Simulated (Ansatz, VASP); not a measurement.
Nb: VASP beside Ansatz

```
Nb
1.0
     2.95639    0.00000    0.00000
    -1.47820    2.56031    0.00000
     0.00000    0.00000    4.78936
Nb
2
Cartesian
  -0.0443 1.6813 1.1255
  1.5225 0.8790 3.6639
```

Change from the starting cell: shortest bond scaled by 0.94, LAPW.

Alike in both runs: task single point; functional LDA; k mesh 12 × 12 × 6; occupations fermi-dirac, width 0.05 eV; no spin polarisation.

```csv
,VASP,Ansatz
version,VASP 6.6.1,Ansatz 0.2.0
potentials or method,"VASP PAW LDA potentials, release 64 (Nb_sv), cutoff 520 eV","all-electron LAPW, scalar-relativistic"
```

```csv
,VASP,Ansatz,Ansatz less VASP
pressure (GPa),-3.4,-3.2,+0.11
"traceless stress, the component that is largest in VASP (GPa)",3.80,3.81,+0.011
rms of the force components (eV/Å),0.871,0.870,-0.0007
```

LDA's correlation is that of Perdew and Zunger in VASP and of Perdew and Wang (1992) in Ansatz. Atom by atom the forces differ by 0.001 eV/Å (rms over components). Ansatz ran all-electron here, and VASP with PAW potentials.
